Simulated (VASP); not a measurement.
Input of a VASP 6.6.1 run:

Contents of INCAR:

```
SYSTEM = ZrB2
  PREC = Accurate
  ENCUT = 520
  EDIFF = 1E-6
  ISMEAR = 0
  SIGMA = 0.1
  LREAL = .FALSE.
  LASPH = .TRUE.
  NELM = 150
  ALGO = Normal
  ISIF = 2
  LWAVE = .FALSE.
  LCHARG = .FALSE.
  MAGMOM = 0 0 0 0 0 0 0 0 0
  LORBIT = 11
  LSORBIT = .TRUE.
  GGA_COMPAT = .FALSE.
  LORBMOM = .TRUE.
  LMAXMIX = 4
  GGA = PE
  NBANDS = 31
```

The input KPOINTS:

```
Automatic mesh
0
G
  15 15 12
  0 0 0
```

POSCAR

```
ZrB2
1.0
    3.1711659775      0.0000000000      0.0000000000
   -1.5855829887      2.7463102961      0.0000000000
    0.0000000000      0.0000000000      3.5422975713
Zr B
1 2
Direct
    0.0000000000      0.0000000000      0.0000000000
    0.3333333333      0.6666666667      0.5000000000
    0.6666666667      0.3333333333      0.5000000000
```

Potentials or basis: VASP PAW PBE potentials, release 64 (Zr_sv, B).

Run with:

```sh
$ cat potpaw_PBE.64/Zr_sv/POTCAR potpaw_PBE.64/B/POTCAR > POTCAR
$ mpirun -np 1 vasp_ncl > vasp.out
```

Q: What does it give for the pressure?

A: 0.1 GPa.

Q: What does it give for the net moment?

A: 0.00 μB per cell.

Stress tensor (GPa, compression positive):
```
0.09 0.00 0.00
0.00 0.09 0.00
0.00 0.00 0.18
```
